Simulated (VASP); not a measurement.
Set up this calculation in VASP 6.6.1, as the native input.

```yaml
Task: single point
Functional: PBE
Potentials_or_basis: VASP PAW PBE potentials, release 64 (Fe)
Cutoff: 520 eV
k_mesh: 12 × 12 × 12
Occupations: fermi-dirac, width 0.1 eV
Spin: collinear spin, ferromagnetic start
Starting_moments: "[4.6] μB"
Fixed_moment: 4.6 μB
Dipole_correction: no
Further_INCAR_settings: ALGO = Normal; EDIFF = 1e-07; NBANDS = 14
```

The structure of Fe lies in POSCAR:

```
Fe
1.0
    0.0000000000      1.8395000000      1.8395000000
    1.8395000000      0.0000000000      1.8395000000
    1.8395000000      1.8395000000      0.0000000000
Fe
1
Direct
    0.0000000000      0.0000000000      0.0000000000
```

One way to write it, as run:

INCAR

```
SYSTEM = Fe
ALGO = Normal
EDIFF = 1E-7
ENCUT = 520
GGA = PE
ISIF = 2
ISMEAR = -1
ISPIN = 2
LASPH = .TRUE.
LCHARG = .FALSE.
LMAXMIX = 4
LORBIT = 11
LREAL = .FALSE.
LWAVE = .FALSE.
MAGMOM = 4.6
NBANDS = 14
NELM = 150
NUPDOWN = 4.6
PREC = Accurate
SIGMA = 0.1
```

KPOINTS

```
k-points
0
G
  12 12 12
  0 0 0
```

Potentials or basis: VASP PAW PBE potentials, release 64 (Fe).

Launch:

```bash
$ cat potpaw_PBE.64/Fe/POTCAR > POTCAR
$ mpirun -np 1 vasp_std > vasp.out
```

It gave:

```yaml
Pressure: 72.8 GPa
Net_moment: 4.60 μB per cell
Site_moments: Fe +4.28 μB
Valence_electrons_inside_the_program's_atomic_spheres: Fe 7.04
```

Caveat: the total moment is fixed, so each spin has its own Fermi level.

Run time: 12 s on 1 thread of Intel(R) Xeon(R) 6975P-C (Granite Rapids), on a shared host, peak memory 0.13 GiB.
